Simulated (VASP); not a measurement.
Write the native input for VASP 6.6.1 that does the following.

- Task: single point
- Functional: r2SCAN
- Potentials or basis: VASP PAW PBE potentials, release 64 (Ta_pv)
- Cutoff: 520 eV
- k mesh: 7 × 7 × 1
- Occupations: gaussian, width 0.01 eV
- Spin: no spin polarisation
- Dipole correction: yes
- Further INCAR settings: ALGO = Normal; EDIFF = 1e-06; NBANDS = 30

Ta, a slab with vacuum:

```
Ta
1.0
     2.90037    0.00000    0.00000
    -1.45019    2.51180    0.00000
     0.00000    0.00000   17.74941
Ta
4
Direct
  0.66667 0.33333 0.42723
  0.33333 0.66667 0.28170
  0.66667 0.33333 0.71830
  0.33333 0.66667 0.57277
```

One way to write it, as run:

POSCAR

```
Ta
1.0
    2.9003720700      0.0000000000      0.0000000000
   -1.4501860400      2.5117959000      0.0000000000
    0.0000000000      0.0000000000     17.7494110000
Ta
4
Direct
    0.6666666700      0.3333333300      0.4272331628
    0.3333333300      0.6666666700      0.2816994885
    0.6666666700      0.3333333300      0.7183005115
    0.3333333300      0.6666666700      0.5727668372
```

INCAR.step1

```
SYSTEM = Ta
ALGO = Normal
DIPOL = 0.5 0.5 0.500
EDIFF = 1E-4
ENCUT = 520
GGA = PE
IDIPOL = 3
ISMEAR = 0
LASPH = .TRUE.
LCHARG = .FALSE.
LDIPOL = .TRUE.
LREAL = .FALSE.
LWAVE = .TRUE.
NBANDS = 30
NELM = 100
PREC = Accurate
SIGMA = 0.01
```

INCAR.step2

```
SYSTEM = Ta
ALGO = Normal
DIPOL = 0.5 0.5 0.500
EDIFF = 1E-6
ENCUT = 520
IDIPOL = 3
ISIF = 2
ISMEAR = 0
ISTART = 1
LASPH = .TRUE.
LCHARG = .FALSE.
LDIPOL = .TRUE.
LMIXTAU = .TRUE.
LREAL = .FALSE.
LWAVE = .FALSE.
METAGGA = R2SCAN
NBANDS = 30
NELM = 100
PREC = Accurate
SIGMA = 0.01
```

KPOINTS

```
k-points
0
G
  7 7 1
  0 0 0
```

Potentials or basis: VASP PAW PBE potentials, release 64 (Ta_pv).

Command:

```console
$ cat potpaw_PBE.64/Ta_pv/POTCAR > POTCAR
$ cp INCAR.step1 INCAR
$ mpirun -np 1 vasp_std > vasp.out
$ cp INCAR.step2 INCAR
$ mpirun -np 1 vasp_std > vasp.out
```

It gave:

| Property | Result |
| --- | --- |
| Largest force | 0.613 eV/Å |
| Band gap on the k mesh | zero (band 22 reaches 1.88 eV, above the bottom of band 23 at 0.96 eV) |

Caveat: the PAW data sets were made with another functional, which shifts forces and pressure a little; spin-orbit coupling is left out, which moves the levels of the heavy elements.

Wall time 3.1 min on 1 thread of Intel Xeon 6975P-C (shared host), peak memory 0.3 GiB.
